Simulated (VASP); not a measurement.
# Al4B3P (P6/mmm) in VASP: single point with PBE

Aim: the single point of Al4B3P with PBE.

All numbers are computed with VASP 6.6.1; they aren't measurements. Logs are shortened: lines on timing, memory, paths and dates and some standing lists are left out, and cuts for length are marked.

**1. The cell of the first run**

The structure is hexagonal, space group P6/mmm (No. 191). Conventional cell: a = 5.257 Å, b = 5.257 Å, c = 4.726 Å, α = 90.00°, β = 90.00°, γ = 120.00°. Within 3.1 Å of Al (site symmetry mmm) lie 2 B at 2.36 Å and 6 Al at 2.63 Å. Al (site symmetry 6/mmm) has 2 P at 2.36 Å and 6 Al at 2.63 Å within 3.1 Å. B (site symmetry mmm) has 2 Al at 2.36 Å and 4 B at 2.63 Å and 2 P at 2.63 Å within 3.1 Å. P (site symmetry 6/mmm) has 2 Al at 2.36 Å and 6 B at 2.63 Å within 3.1 Å.

**2. Single point, PBE**

Contents of INCAR:

```
SYSTEM = Al4B3P
PREC     = Accurate       ! precision mode
ENCUT    = 500            ! plane-wave cutoff, eV
EDIFF    = 1E-6           ! SCF threshold, eV
ISMEAR   = 0              ! smearing method
SIGMA    = 0.2            ! smearing width, eV
LREAL    = .FALSE.        ! projectors in reciprocal space
LASPH    = .TRUE.         ! aspherical terms in the spheres
NELM     = 120            ! most SCF steps
ALGO     = Normal         ! electronic algorithm
ISIF     = 2              ! what is computed and relaxed
LWAVE    = .FALSE.        ! write WAVECAR
LCHARG   = .TRUE.         ! write CHGCAR
GGA      = PE             ! functional
LELF     = .TRUE.         ! ELF
LVHAR    = .TRUE.       
NBANDS   = 23             ! bands
GGA_COMPAT= .FALSE.
```

Contents of KPOINTS:

```
Automatic mesh
0
G
  4 4 3
  0 0 0
```

Contents of POSCAR:

```
Al4B3P
1.0
    5.2572756335     -0.0000000030      0.0000000000
   -2.6286378142      4.5529342548      0.0000000000
    0.0000000000      0.0000000000      4.7259903616
Al B P
4 3 1
Direct
    0.5000000000      0.0000000000      0.0000000000
    0.0000000000      0.5000000000      0.0000000000
    0.5000000000      0.5000000000      0.0000000000
    0.0000000000      0.0000000000      0.0000000000
    0.5000000000      0.0000000000      0.5000000000
    0.0000000000      0.5000000000      0.5000000000
    0.5000000000      0.5000000000      0.5000000000
    0.0000000000      0.0000000000      0.5000000000
```

Potentials or basis: VASP PAW PBE potentials, release 64 (Al, B, P).

On the command line:

```
cat potpaw_PBE.64/Al/POTCAR potpaw_PBE.64/B/POTCAR potpaw_PBE.64/P/POTCAR > POTCAR
mpirun -np 1 vasp_std > vasp.out
```

OUTCAR:

```text
SYSTEM = Al4B3P
   PREC = Accurate
   ENCUT = 500
   EDIFF = 1E-6
   ISMEAR = 0
   LREAL = .FALSE.
   LASPH = .TRUE.
   NELM = 120
   ISIF = 2
   GGA = PE

 ion  position               nearest neighbor table
   1  0.500  0.000  0.000-   5 2.36   5 2.36   2 2.63   2 2.63   4 2.63   4 2.63   3 2.63   3 2.63

   2  0.000  0.500  0.000-   6 2.36   6 2.36   1 2.63   1 2.63   3 2.63   3 2.63   4 2.63   4 2.63

   3  0.500  0.500  0.000-   7 2.36   7 2.36   4 2.63   4 2.63   2 2.63   2 2.63   1 2.63   1 2.63

   4  0.000  0.000  0.000-   8 2.36   8 2.36   3 2.63   3 2.63   1 2.63   1 2.63   2 2.63   2 2.63

   5  0.500  0.000  0.500-   1 2.36   1 2.36
   6  0.000  0.500  0.500-   2 2.36   2 2.36
   7  0.500  0.500  0.500-   3 2.36   3 2.36
   8  0.000  0.000  0.500-   4 2.36   4 2.36

  LATTYP: Found a hexagonal cell.
 ALAT       =     5.2572756335
 C/A-ratio  =     0.8989428539

  Lattice vectors:

 A1 = (   5.2572756335,  -0.0000000030,   0.0000000000)
 A2 = (  -2.6286378142,   4.5529342548,   0.0000000000)
 A3 = (   0.0000000000,   0.0000000000,   4.7259903616)

Analysis of symmetry for initial positions (statically):
=====================================================================
 Subroutine PRICEL returns:
 Original cell was already a primitive cell.

 Routine SETGRP: Setting up the symmetry group for a
 hexagonal supercell.

 Subroutine GETGRP returns: Found 24 space group operations
 (whereof 24 operations were pure point group operations)
 out of a pool of 24 trial point group operations.

The static configuration has the point symmetry D_6h.

Analysis of symmetry for dynamics (positions and initial velocities):
=====================================================================
 Subroutine PRICEL returns:
 Original cell was already a primitive cell.

 Routine SETGRP: Setting up the symmetry group for a
 hexagonal supercell.

 Subroutine GETGRP returns: Found 24 space group operations
 (whereof 24 operations were pure point group operations)
 out of a pool of 24 trial point group operations.

The dynamic configuration has the point symmetry D_6h.

 Subroutine INISYM returns: Found 24 space group operations
 (whereof 24 operations are pure point group operations),
 and found     1 'primitive' translations

----------------------------------------------------------------------------------------

                                     Primitive cell

  volume of cell :     113.1214

  direct lattice vectors                    reciprocal lattice vectors
     5.257275633 -0.000000003  0.000000000     0.190212587  0.109819288  0.000000000
    -2.628637814  4.552934255  0.000000000     0.000000000  0.219638577  0.000000000
     0.000000000  0.000000000  4.725990362     0.000000000  0.000000000  0.211595861

  length of vectors
     5.257275633  5.257275634  4.725990362     0.219638577  0.219638577  0.211595861

  position of ions in fractional coordinates (direct lattice)
     0.500000000  0.000000000  0.000000000
     0.000000000  0.500000000  0.000000000
     0.500000000  0.500000000  0.000000000
     0.000000000  0.000000000  0.000000000
     0.500000000  0.000000000  0.500000000
     0.000000000  0.500000000  0.500000000
     0.500000000  0.500000000  0.500000000
     0.000000000  0.000000000  0.500000000

  ion indices of the primitive-cell ions
   primitive index   ion index
                 1           1
                 2           2
                 3           3
                 4           4
                 5           5
                 6           6
                 7           7
                 8           8

----------------------------------------------------------------------------------------

 KPOINTS: Automatic mesh

Automatic generation of k-mesh.
 Grid dimensions read from file:
 generate k-points for:    4    4    3

 Generating k-lattice:

  Cartesian coordinates                     Fractional coordinates (reciprocal lattice)
     0.047553147  0.027454822  0.000000000     0.250000000  0.000000000  0.000000000
     0.000000000  0.054909644  0.000000000     0.000000000  0.250000000  0.000000000
     0.000000000  0.000000000  0.070531954     0.000000000  0.000000000  0.333333333

  Length of vectors
     0.054909644  0.054909644  0.070531954

  Shift w.r.t. Gamma in fractional coordinates (k-lattice)
     0.000000000  0.000000000  0.000000000

 Subroutine IBZKPT returns following result:
 ===========================================

 Found      8 irreducible k-points:

 Following reciprocal coordinates:
            Coordinates               Weight
  0.000000  0.000000  0.000000      1.000000
  0.250000 -0.000000  0.000000      6.000000
  0.500000 -0.000000  0.000000      3.000000
  0.250000  0.250000  0.000000      6.000000
  0.000000  0.000000  0.333333      2.000000
  0.250000 -0.000000  0.333333     12.000000
  0.500000 -0.000000  0.333333      6.000000
  0.250000  0.250000  0.333333     12.000000
   k-points           NKPTS =      8   k-points in BZ     NKDIM =      8   number of bands    NBANDS=     23
   number of dos      NEDOS =    301   number of ions     NIONS =      8
   total plane-waves  NPLWV =  57600
   dimension x,y,z NGX =    40 NGY =   40 NGZ =   36
   dimension x,y,z NGXF=    80 NGYF=   80 NGZF=   72
   ions per type =               4   3   1
   NGX,Y,Z   is equivalent  to a cutoff of  12.65, 12.65, 12.66 a.u.
   NGXF,Y,Z  is equivalent  to a cutoff of  25.30, 25.30, 25.33 a.u.
 SYSTEM =  Al4B3P
   PREC   = accura    normal or accurate (medium, high low for compatibility)
   ISTART =      0    job   : 0-new  1-cont  2-samecut
   ICHARG =      2    charge: 1-file 2-atom 10-const
   ISPIN  =      1    spin polarized calculation?
   LNONCOLLINEAR =      F non collinear calculations
   LSORBIT =      F    spin-orbit coupling
   LASPH  =      T    aspherical Exc in radial PAW
   ENCUT  =  500.0 eV  36.75 Ry    6.06 a.u.   9.59  9.59  8.62*2*pi/ulx,y,z
   NELM   =    120;   NELMIN=  2; NELMDL= -5     # of ELM steps
   EDIFF  = 0.1E-05   stopping-criterion for ELM
   LREAL  =      F    real-space projection
   EDIFFG = 0.1E-04   stopping-criterion for IOM
   NSW    =      0    number of steps for IOM
   IBRION =     -1    ionic relax: 0-MD 1-quasi-New 2-CG
   NFREE  =      0    steps in history (QN), initial steepest desc. (CG)
   ISIF   =      2    stress and relaxation
   ISYM   =      2    0-nonsym 1-usesym 2-fastsym
   POTIM  = 0.5000    time-step for ionic-motion
   TEBEG  =    0.0;   TEEND  =   0.0 temperature during run
   PSTRESS=    0.0 pullay stress
   NELECT =      26.0000    total number of electrons
   NUPDOWN=      -1.0000    fix difference up-down
   EMIN   =  10.00;   EMAX   =-10.00  energy-range for DOS
   EFERMI =   0.00;   METHOD = LEGACY
   ISMEAR =     0;   SIGMA  =   0.20  broadening in eV -4-tet -1-fermi 0-gaus
   EFERMI_NEDOS =   21; number of points for ismear=-14 and -15
   IALGO  =     38    algorithm
   IMIX   =      4    mixing-type and parameters
     AMIX     =   0.40;   BMIX     =  1.00
     AMIX_MAG =   1.60;   BMIX_MAG =  1.00
  volume/ion in A,a.u.               =      14.14        95.42
  Fermi-wavevector in a.u.,A,eV,Ry     =   1.002808  1.895032 13.682333  1.005623
  Thomas-Fermi vector in A             =   2.135319
   LORBIT       =      0    0 simple, 1 ext, 2 COOP (PROOUT), +10 PAW based schemes
   GGA     = PE    functional components
   LHFCALC =     F    Hartree Fock is set to
   AEXX    =    0.0000 exact exchange contribution
   IVDW    =     0    specifies the selected vdW correction
   LEPSILON=     F    determine dielectric tensor
   LRPA    =     F    only Hartree local field effects (RPA)
 non-spin polarized calculation
 Gauss-broadening in eV      SIGMA  =   0.20
  energy-cutoff  :      500.00
  volume of cell :      113.12
 maximum number of plane-waves:      2886
 NGX is ok and might be reduce to    40
   NGX = 19   NGY = 19   NGZ = 17

 number of electron      26.0000001 magnetization

 Free energy of the ion-electron system (eV)
  ---------------------------------------------------
  ext. energy  EPLUGINS =         0.00000000
  ---------------------------------------------------
  free energy    TOTEN  =       -31.64224035 eV

  energy without entropy =      -31.57707787  energy(sigma->0) =      -31.60965911

 E-fermi :   6.1692     XC(G=0): -10.4031

 val. band max:        6.0990377263   @ k =   0.0000   0.0000   0.0000
 cond. band min:       6.3609758010   @ k =   0.0000   0.0000   0.0000
 fundamental gap:      0.2619380746
 Fermi energy:         6.1691565531

 k-point     1 :       0.0000    0.0000    0.0000
  band No.  band energies     occupation
      1      -5.9437      2.00000
      2      -1.3175      2.00000
      3       0.9414      2.00000
      4       0.9969      2.00000
      5       1.1546      2.00000
      6       1.1546      2.00000
[... 15 lines left out ...]
     22      11.0984      0.00000
     23      11.1001      0.00000

 k-point     2 :       0.2500   -0.0000    0.0000
  band No.  band energies     occupation
      1      -5.6347      2.00000
      2      -2.2134      2.00000
      3      -0.3504      2.00000
      4       0.0965      2.00000
      5       0.9866      2.00000
      6       1.3464      2.00000
[... 15 lines left out ...]
     22      11.3019      0.00000
     23      11.4048      0.00000

 k-point     3 :       0.5000   -0.0000    0.0000
  band No.  band energies     occupation
      1      -5.1497      2.00000
      2      -3.2186      2.00000
      3      -0.8063      2.00000
      4      -0.2933      2.00000
      5       1.7884      2.00000
      6       2.0191      2.00000
[... 15 lines left out ...]
     22      12.1578      0.00000
     23      12.3654      0.00000
[... 79 lines left out ...]
 k-point     7 :       0.5000   -0.0000    0.3333
  band No.  band energies     occupation
      1      -4.7619      2.00000
      2      -2.5767      2.00000
      3      -1.3069      2.00000
      4      -0.4822      2.00000
      5       0.0874      2.00000
      6       0.2538      2.00000
[... 15 lines left out ...]
     22      12.1443      0.00000
     23      12.1785      0.00000

 k-point     8 :       0.2500    0.2500    0.3333
  band No.  band energies     occupation
      1      -4.7801      2.00000
      2      -2.2919      2.00000
      3      -1.3908      2.00000
      4      -1.2304      2.00000
      5       0.2417      2.00000
      6       0.7292      2.00000
[... 15 lines left out ...]
     22      11.1207      0.00000
     23      11.8296      0.00000

------------------------ aborting loop because EDIFF is reached ----------------------------------------

  FORCE on cell =-STRESS in cart. coord.  units (eV):
  Direction    XX          YY          ZZ          XY          YZ          ZX
  --------------------------------------------------------------------------------------
  -------------------------------------------------------------------------------------
  Total       -0.2426275     -0.2426275     -0.0020242      0.0000000     -0.0000000      0.0000000
  in kB       -3.4364151     -3.4364151     -0.0286689      0.0000000     -0.0000000      0.0000000
  external PRESSURE =      -2.3004997 kB  Pullay stress =       0.0000000 kB

 VOLUME and BASIS-vectors are now :
 -----------------------------------------------------------------------------
  energy-cutoff  :      500.00
  volume of cell :      113.12
      direct lattice vectors                 reciprocal lattice vectors
     5.257275633 -0.000000003  0.000000000     0.190212587  0.109819288  0.000000000
    -2.628637814  4.552934255  0.000000000     0.000000000  0.219638577  0.000000000
     0.000000000  0.000000000  4.725990362     0.000000000  0.000000000  0.211595861

 POSITION                                       TOTAL-FORCE (eV/Angst)
 -----------------------------------------------------------------------------------
      2.62864     -0.00000      0.00000        -0.000000      0.000000      0.000000
     -1.31432      2.27647      0.00000         0.000000      0.000000      0.000000
      1.31432      2.27647      0.00000         0.000000      0.000000      0.000000
      0.00000      0.00000      0.00000        -0.000000      0.000000      0.000000
      2.62864     -0.00000      2.36300        -0.000000      0.000000      0.000000
     -1.31432      2.27647      2.36300        -0.000000      0.000000      0.000000
      1.31432      2.27647      2.36300        -0.000000      0.000000      0.000000
      0.00000      0.00000      2.36300        -0.000000      0.000000      0.000000
 -----------------------------------------------------------------------------------
    total drift:                                0.000000      0.000000     -0.000000

  FREE ENERGIE OF THE ION-ELECTRON SYSTEM (eV)
  ---------------------------------------------------
  free  energy   TOTEN  =       -31.6422403456 eV

  energy  without entropy=      -31.5770778684  energy(sigma->0) =      -31.60965911
```

It took 23 s on 1 thread of Intel Xeon Platinum 8259CL at 2.50GHz (Skylake/Cascade Lake), shared host; peak memory 0.23 GiB.

Results:

```yaml
Free_energy: -31.6422 eV
Pressure: -0.2 GPa
Band_gap_on_the_k_mesh: zero (band 13 reaches 6.85 eV, above the bottom of band 14 at 4.58 eV)
```

Stress tensor (GPa, compression positive):
```
-0.34  0.00  0.00
 0.00 -0.34  0.00
 0.00  0.00  0.00
```

Caveat: the k points lie up to 0.44 Å⁻¹ apart.
